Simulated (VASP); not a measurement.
A run of VASP 6.6.1 is set up as follows.

INCAR

```
SYSTEM = ZnO
PREC = Accurate ; ENCUT = 520
EDIFF = 1E-6 ; ISMEAR = -1
SIGMA = 0.01 ; LREAL = .FALSE.
LASPH = .TRUE. ; NELM = 100
ALGO = Normal ; ISIF = 2
LWAVE = .FALSE. ; LCHARG = .FALSE.
GGA = CA ; NBANDS = 26
```

KPOINTS

```
Automatic mesh
0
G
  8 8 5
  0 0 0
```

POSCAR

```
ZnO
1.0
    3.2385310885      0.0000000000      0.0000000000
   -1.6192655442      2.8046501935      0.0000000000
    0.0000000000      0.0000000000      5.1863958566
Zn O
2 2
Direct
    0.3333333333      0.6666666667      0.0000000000
    0.6666666667      0.3333333333      0.5000000000
    0.3333333333      0.6666666667      0.3821000000
    0.6666666667      0.3333333333      0.8821000000
```

Potentials or basis: VASP PAW LDA potentials, release 64 (Zn, O).

The run is started by

```console
$ cat potpaw_LDA.64/Zn/POTCAR potpaw_LDA.64/O/POTCAR > POTCAR
$ mpirun -np 1 vasp_std > vasp.out
```

Estimate the largest force.

0.041 eV/Å.

What does it give for the band gap on the k mesh?

0.76 eV, direct.

Estimate the pressure.

-4.7 GPa.

Stress tensor (GPa, compression positive):
```
-4.85  0.00  0.00
 0.00 -4.85  0.00
 0.00  0.00 -4.29
```
